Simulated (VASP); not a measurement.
A run of VASP 6.6.1 is set up as follows.

The input INCAR:

```
SYSTEM = Al2O3
PREC = Accurate
ENCUT = 520
EDIFF = 1E-6
ISMEAR = 0
SIGMA = 0.05
LREAL = .False.
LASPH = .True.
NELM = 60
ALGO = Normal
ISIF = 2
LWAVE = .False.
LCHARG = .False.
GGA = PE
IVDW = 12
NBANDS = 20
```

Contents of KPOINTS:

```
Automatic mesh
0
Gamma
  12 12 4
  0 0 0
```

POSCAR

```
Al2O3
1.0
    3.0588230585      0.0000000000      0.0000000000
   -1.5294115292      2.6490184743      0.0000000000
    0.0000000000      0.0000000000      7.3712745933
Al O
2 3
Direct
    0.0000000000      0.0000000000      0.2779510000
    0.0000000000      0.0000000000      0.7220490000
    0.3333333333      0.6666666667      0.1994540000
    0.6666666667      0.3333333333      0.8005460000
    0.0000000000      0.0000000000      0.5000000000
```

Potentials or basis: VASP PAW PBE potentials, release 64 (Al, O).

The run is started by

```console
$ cat potpaw_PBE.64/Al/POTCAR potpaw_PBE.64/O/POTCAR > POTCAR
$ mpirun -np 1 vasp_std > vasp.out
```

Question: Estimate the band gap on the k mesh.

Answer: 2.70 eV, direct.

Question: What does it give for the dispersion energy per atom?

Answer: -0.168 eV.

Forces on the atoms (eV/Å):
```
Al   0.000  0.000 -1.533
Al   0.000  0.000  1.533
O    0.000  0.000  0.084
O    0.000  0.000 -0.084
O    0.000  0.000  0.000
```

Caveat: forces of over 1 eV/Å act on the atoms, so gaps and moduli don't describe the material at rest. A k mesh can miss the band edges.
